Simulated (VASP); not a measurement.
# Ni (Im-3m) in VASP: single point with PBE

Aim: the single point of Ni with PBE.

Everything below comes from runs of VASP 6.6.1. Logs are shortened: lines on timing, memory, paths and dates and some standing lists are left out, and cuts for length are marked.

## (1) The cell of the first run

Symmetry: Im-3m, No. 229, cubic system. Conventional cell: a = 2.767 Å, b = 2.767 Å, c = 2.767 Å, α = 90.00°, β = 90.00°, γ = 90.00°. Within 3.2 Å of Ni (site symmetry m-3m) lie 14 Ni at 2.40 to 2.77 Å.

## (2) Single point, PBE, collinear spin, ferromagnetic start

The input, INCAR:

```
  PREC = Accurate
  ENCUT = 520
  EDIFF = 1E-7
  ISMEAR = -1
  SIGMA = 0.05
  LREAL = F
  LASPH = T
  NELM = 150
  ALGO = Normal
  ISIF = 2
  LWAVE = F
  LCHARG = T
  ISPIN = 2
  MAGMOM = 1.5
  LORBIT = 11
  LMAXMIX = 4
  GGA = PE
  LELF = T
  LVHAR = T
  NBANDS = 15
```

The input, KPOINTS:

```
regular mesh
0
Gamma
  16 16 16
```

The input, POSCAR:

```
Ni
1.0
   -1.3837154700      1.3837154700      1.3837154700
    1.3837154700     -1.3837154700      1.3837154700
    1.3837154700      1.3837154700     -1.3837154700
Ni
1
Direct
    0.0000000000      0.0000000000      0.0000000000
```

Potentials or basis: VASP PAW PBE potentials, release 64 (Ni).

The run is started by

```console
$ cat potpaw_PBE.64/Ni/POTCAR > POTCAR
$ mpirun -np 1 vasp_std > vasp.out
```

OUTCAR:

```text
PREC = Accurate
   ENCUT = 520
   EDIFF = 1E-7
   ISMEAR = -1
   LREAL = F
   LASPH = T
   NELM = 150
   ISIF = 2
   ISPIN = 2
   LORBIT = 11
   GGA = PE

 ion  position               nearest neighbor table
   1  0.000  0.000  0.000-

  LATTYP: Found a body centered cubic cell.
 ALAT       =     2.7674309400

  Lattice vectors:

 A1 = (  -1.3837154700,   1.3837154700,   1.3837154700)
 A2 = (   1.3837154700,  -1.3837154700,   1.3837154700)
 A3 = (   1.3837154700,   1.3837154700,  -1.3837154700)

Analysis of symmetry for initial positions (statically):
=====================================================================
 Subroutine PRICEL returns:
 Original cell was already a primitive cell.

 Routine SETGRP: Setting up the symmetry group for a
 body centered cubic supercell.

 Subroutine GETGRP returns: Found 48 space group operations
[... 9 lines left out ...]

 Routine SETGRP: Setting up the symmetry group for a
 body centered cubic supercell.

 Subroutine GETGRP returns: Found 48 space group operations
 (whereof 48 operations were pure point group operations)
 out of a pool of 48 trial point group operations.

The dynamic configuration has the point symmetry O_h .

Analysis of structural, dynamic, and magnetic symmetry:
=====================================================================
 Subroutine PRICEL returns:
 Original cell was already a primitive cell.

 Routine SETGRP: Setting up the symmetry group for a
 body centered cubic supercell.

 Subroutine GETGRP returns: Found 48 space group operations
 (whereof 48 operations were pure point group operations)
 out of a pool of 48 trial point group operations.

The overall configuration has the point symmetry O_h .

 Subroutine INISYM returns: Found 48 space group operations
[... 5 lines left out ...]
                                     Primitive cell

  volume of cell :      10.5974

  direct lattice vectors                    reciprocal lattice vectors
    -1.383715470  1.383715470  1.383715470     0.000000000  0.361345964  0.361345964
     1.383715470 -1.383715470  1.383715470     0.361345964  0.000000000  0.361345964
     1.383715470  1.383715470 -1.383715470     0.361345964  0.361345964  0.000000000

  length of vectors
     2.396665497  2.396665497  2.396665497     0.511020363  0.511020363  0.511020363

  position of ions in fractional coordinates (direct lattice)
     0.000000000  0.000000000  0.000000000

  ion indices of the primitive-cell ions
   primitive index   ion index
                 1           1

----------------------------------------------------------------------------------------

 KPOINTS: regular mesh

Automatic generation of k-mesh.
 Grid dimensions read from file:
 generate k-points for:   16   16   16

 Generating k-lattice:

  Cartesian coordinates                     Fractional coordinates (reciprocal lattice)
     0.000000000  0.022584123  0.022584123     0.062500000  0.000000000  0.000000000
     0.022584123  0.000000000  0.022584123     0.000000000  0.062500000  0.000000000
     0.022584123  0.022584123  0.000000000     0.000000000  0.000000000  0.062500000

  Length of vectors
     0.031938773  0.031938773  0.031938773

  Shift w.r.t. Gamma in fractional coordinates (k-lattice)
     0.000000000  0.000000000  0.000000000

 Subroutine IBZKPT returns following result:
 ===========================================

 Found    145 irreducible k-points:

 Following reciprocal coordinates:
            Coordinates               Weight
  0.000000  0.000000  0.000000      1.000000
  0.062500  0.000000  0.000000     12.000000
  0.125000  0.000000  0.000000     12.000000
  0.187500  0.000000  0.000000     12.000000
  0.250000  0.000000  0.000000     12.000000
  0.312500  0.000000  0.000000     12.000000
[... 16 lines left out ...]
  0.187500  0.187500  0.000000     24.000000
  0.250000  0.187500  0.000000     48.000000
 [... further k-points ...]
   k-points           NKPTS =    145   k-points in BZ     NKDIM =    145   number of bands    NBANDS=     15
   number of dos      NEDOS =    301   number of ions     NIONS =      1
   total plane-waves  NPLWV =   5832
   dimension x,y,z NGX =    18 NGY =   18 NGZ =   18
   dimension x,y,z NGXF=    36 NGYF=   36 NGZF=   36
   ions per type =               1
   NGX,Y,Z   is equivalent  to a cutoff of  12.49, 12.49, 12.49 a.u.
   NGXF,Y,Z  is equivalent  to a cutoff of  24.97, 24.97, 24.97 a.u.
 SYSTEM =  unknown system
   PREC   = accura    normal or accurate (medium, high low for compatibility)
   ISTART =      0    job   : 0-new  1-cont  2-samecut
   ICHARG =      2    charge: 1-file 2-atom 10-const
   ISPIN  =      2    spin polarized calculation?
   LNONCOLLINEAR =      F non collinear calculations
   LSORBIT =      F    spin-orbit coupling
   LASPH  =      T    aspherical Exc in radial PAW
   ENCUT  =  520.0 eV  38.22 Ry    6.18 a.u.   4.46  4.46  4.46*2*pi/ulx,y,z
   NELM   =    150;   NELMIN=  2; NELMDL= -5     # of ELM steps
   EDIFF  = 0.1E-06   stopping-criterion for ELM
   LREAL  =      F    real-space projection
   EDIFFG = 0.1E-05   stopping-criterion for IOM
   NSW    =      0    number of steps for IOM
   IBRION =     -1    ionic relax: 0-MD 1-quasi-New 2-CG
   NFREE  =      0    steps in history (QN), initial steepest desc. (CG)
   ISIF   =      2    stress and relaxation
   ISYM   =      2    0-nonsym 1-usesym 2-fastsym
   POTIM  = 0.5000    time-step for ionic-motion
   TEBEG  =    0.0;   TEEND  =   0.0 temperature during run
   PSTRESS=    0.0 pullay stress
   NELECT =      10.0000    total number of electrons
   NUPDOWN=      -1.0000    fix difference up-down
   EMIN   =  10.00;   EMAX   =-10.00  energy-range for DOS
   EFERMI =   0.00;   METHOD = LEGACY
   ISMEAR =    -1;   SIGMA  =   0.05  broadening in eV -4-tet -1-fermi 0-gaus
   EFERMI_NEDOS =   21; number of points for ismear=-14 and -15
   IALGO  =     38    algorithm
   IMIX   =      4    mixing-type and parameters
     AMIX     =   0.40;   BMIX     =  1.00
     AMIX_MAG =   1.60;   BMIX_MAG =  1.00
  volume/ion in A,a.u.               =      10.60        71.51
  Fermi-wavevector in a.u.,A,eV,Ry     =   1.605738  3.034405 35.081190  2.578395
  Thomas-Fermi vector in A             =   2.702037
   LORBIT       =     11    0 simple, 1 ext, 2 COOP (PROOUT), +10 PAW based schemes
   GGA     = PE    functional components
   LHFCALC =     F    Hartree Fock is set to
   AEXX    =    0.0000 exact exchange contribution
   IVDW    =     0    specifies the selected vdW correction
   LEPSILON=     F    determine dielectric tensor
   LRPA    =     F    only Hartree local field effects (RPA)
 spin polarized calculation
  energy-cutoff  :      520.00
  volume of cell :       10.60
 maximum number of plane-waves:       321
 NGX is ok and might be reduce to    18
   NGX =  9   NGY =  9   NGZ =  9

 number of electron      10.0000004 magnetization       0.5377636

 Free energy of the ion-electron system (eV)
  ---------------------------------------------------
  ext. energy  EPLUGINS =         0.00000000
  ---------------------------------------------------
  free energy    TOTEN  =        -5.37581465 eV

  energy without entropy =       -5.36338012  energy(sigma->0) =       -5.36959739

 E-fermi :   9.6061     XC(G=0): -13.4060

 val. band max:        9.6059356882   @ k =   0.5000   0.0000   0.0000
 cond. band min:       9.6063288960   @ k =  -0.1875   0.2500   0.1250
 fundamental gap:      0.0003932078
 Fermi energy:         9.6061362894

 spin component 1

 k-point     1 :       0.0000    0.0000    0.0000
  band No.  band energies     occupation
      1       0.5548      1.00000
      2       7.2779      1.00000
      3       7.2779      1.00000
      4       7.2779      1.00000
      5       8.7390      1.00000
      6       8.7390      1.00000
      7      36.3549      0.00000
      8      36.3549      0.00000
      9      36.3549      0.00000
     10      41.4342      0.00000
     11      41.4342      0.00000
     12      42.6801      0.00000
     13      42.6801      0.00000
     14      42.6801      0.00000
     15      43.3454      0.00000
[... 397 lines left out ...]
 k-point    24 :       0.2500    0.1875    0.0000
  band No.  band energies     occupation
      1       5.0528      1.00000
      2       6.5418      1.00000
      3       6.8872      1.00000
      4       8.4847      1.00000
      5       8.9384      1.00000
      6      10.2401      0.00000
      7      21.6877      0.00000
      8      23.9125      0.00000
      9      30.3393      0.00000
     10      36.8673      0.00000
     11      40.6942      0.00000
     12      44.8922      0.00000
     13      49.1991      0.00000
     14      51.2151      0.00000
     15      53.2540      0.00000

 [... further k-points ...]

 spin component 2

 k-point     1 :       0.0000    0.0000    0.0000
  band No.  band energies     occupation
      1       0.5441      1.00000
      2       7.9304      1.00000
      3       7.9304      1.00000
      4       7.9304      1.00000
      5       9.2093      0.99964
      6       9.2093      0.99964
      7      36.2610      0.00000
      8      36.2610      0.00000
      9      36.2610      0.00000
     10      41.3648      0.00000
     11      41.3648      0.00000
     12      42.8596      0.00000
     13      42.8596      0.00000
     14      42.8596      0.00000
     15      43.4985      0.00000
[... 397 lines left out ...]
 k-point    24 :       0.2500    0.1875    0.0000
  band No.  band energies     occupation
      1       5.2294      1.00000
      2       7.0557      1.00000
      3       7.3870      1.00000
      4       9.0211      0.99999
      5       9.4607      0.94830
      6      10.7948      0.00000
      7      21.8431      0.00000
      8      24.0325      0.00000
      9      30.4129      0.00000
     10      36.8664      0.00000
     11      40.7374      0.00000
     12      44.9427      0.00000
     13      49.2509      0.00000
     14      51.3363      0.00000
     15      53.3000      0.00000

 [... further k-points ...]
[... 5 lines left out ...]
  --------------------------------------------------------------------------------------
  -------------------------------------------------------------------------------------
  Total        0.4846983      0.4846983      0.4846983      0.0000000     -0.0000000      0.0000000
  in kB       73.2793668     73.2793668     73.2793668      0.0000000     -0.0000000      0.0000000
  external PRESSURE =      73.2793668 kB  Pullay stress =       0.0000000 kB

 VOLUME and BASIS-vectors are now :
 -----------------------------------------------------------------------------
  energy-cutoff  :      520.00
  volume of cell :       10.60
      direct lattice vectors                 reciprocal lattice vectors
    -1.383715470  1.383715470  1.383715470     0.000000000  0.361345964  0.361345964
     1.383715470 -1.383715470  1.383715470     0.361345964  0.000000000  0.361345964
     1.383715470  1.383715470 -1.383715470     0.361345964  0.361345964  0.000000000

 POSITION                                       TOTAL-FORCE (eV/Angst)
 -----------------------------------------------------------------------------------
      0.00000      0.00000      0.00000         0.000000     -0.000000      0.000000
 -----------------------------------------------------------------------------------
    total drift:                                0.000000      0.000000      0.000000

  FREE ENERGIE OF THE ION-ELECTRON SYSTEM (eV)
  ---------------------------------------------------
  free  energy   TOTEN  =        -5.3758146550 eV

  energy  without entropy=       -5.3633801152  energy(sigma->0) =       -5.36959739

 total charge

# of ion       s       p       d       tot
------------------------------------------
    1        0.502   0.512   8.348   9.362

 magnetization (x)

# of ion       s       p       d       tot
------------------------------------------
    1       -0.004  -0.016   0.564   0.544
```

It took 57 s on 1 thread of Intel Xeon Platinum 8488C (Sapphire Rapids), shared host; peak memory 0.15 GiB.

What came out:

```
Free energy                                           : -5.3758 eV
Pressure                                              : 7.3 GPa
Net moment                                            : 0.54 μB per cell
Site moments                                          : Ni +0.54 μB
Valence electrons inside the program's atomic spheres : Ni 9.36
```

Levels at points of the mesh, in eV from the Fermi level:
Spin up:
| k point | band 2 | band 3 | band 4 | band 5 | band 6 | band 7 | band 8 | band 9 |
| --- | --- | --- | --- | --- | --- | --- | --- | --- |
| (0.00, 0.00, 0.00) | -2.33 | -2.33 | -2.33 | -0.87 | -0.87 | 26.75 | 26.75 | 26.75 |
| (0.50, 0.00, 0.00) | -3.28 | -0.95 | -0.71 | 0.00 | 0.26 | 6.71 | 19.37 | 20.46 |
| (0.50, 0.50, 0.50) | -4.30 | -0.23 | -0.23 | -0.23 | 9.97 | 9.97 | 9.97 | 15.95 |
Spin down:
| k point | band 1 | band 2 | band 3 | band 4 | band 5 | band 6 | band 7 | band 8 | band 9 | band 10 |
| --- | --- | --- | --- | --- | --- | --- | --- | --- | --- | --- |
| (0.00, 0.00, 0.00) | -9.06 | -1.68 | -1.68 | -1.68 | -0.40 | -0.40 | 26.65 | 26.65 | 26.65 | 31.76 |
| (0.50, 0.00, 0.00) | -4.38 | -2.69 | -0.41 | -0.22 | 0.23 | 0.75 | 7.05 | 19.31 | 20.56 | 24.33 |
| (0.50, 0.50, 0.50) | -3.99 | -3.99 | 0.51 | 0.51 | 0.51 | 10.00 | 10.00 | 10.00 | 16.05 | 16.05 |
